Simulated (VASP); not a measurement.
Zr3CdC:

```xyz
5
Lattice="4.3362 0.0000 0.0000 0.0000 4.3362 0.0000 0.0000 0.0000 4.3362" Properties=species:S:1:pos:R:3 pbc="T T T"
Zr    0.0000    2.1681    2.1681
Zr    2.1681    0.0000    2.1681
Zr    2.1681    2.1681    0.0000
Cd    0.0000    0.0000    0.0000
C     2.1681    2.1681    2.1681
```

The cell was generated, and may not be a known phase.

| Quantity | Value |
| --- | --- |
| Program | VASP 6.6.1 |
| Task | relaxation of cell and atoms |
| Functional | PBE |
| Potentials or basis | VASP PAW PBE potentials, release 64 (Zr_sv, Cd, C) |
| Cutoff | 600 eV |
| k mesh | 4 × 4 × 4 |
| Occupations | gaussian, width 0.1 eV |
| Spin | no spin polarisation |

At the start: pressure 28.5 GPa; volume 16.31 Å³/atom.

Question: Where does the relaxation end?

Answer: Over 4 steps the energy falls by 219.6 meV/atom and the volume is 19.16 Å³/atom (+17.5 %); space group Pm-3m (No. 221, to 0.1 Å) before and after.

The path:
| step | energy change (eV) | largest force (eV/Å) | pressure (GPa) | volume (Å³) |
| --- | --- | --- | --- | --- |
| 1 | 0.0000 | 0.0000 | 28.54 | 81.53 |
| 2 | 0.6980 | 0.0000 | -18.68 | 120.84 |
| 3 | -1.0950 | 0.0000 | -1.12 | 96.49 |
| 4 | -1.0979 | 0.0000 | -0.20 | 95.79 |

Final structure:
```cif
data_structure
_symmetry_space_group_name_H-M 'P 1'
_symmetry_Int_Tables_number 1
_cell_length_a 4.5756
_cell_length_b 4.5756
_cell_length_c 4.5756
_cell_angle_alpha 90.000
_cell_angle_beta 90.000
_cell_angle_gamma 90.000
_cell_volume 95.79
loop_
_atom_site_label
_atom_site_type_symbol
_atom_site_fract_x
_atom_site_fract_y
_atom_site_fract_z
_atom_site_occupancy
Zr1 Zr 0.00000 0.50000 0.50000 1
Zr2 Zr 0.50000 0.00000 0.50000 1
Zr3 Zr 0.50000 0.50000 0.00000 1
Cd1 Cd 0.00000 0.00000 0.00000 1
C1 C 0.50000 0.50000 0.50000 1
```

Caveat: the k points lie up to 0.34 Å⁻¹ apart in the final cell, too coarse for converged energies and pressures of a metal; the volume moved by over 15 % at a fixed basis, so the end points are rough.
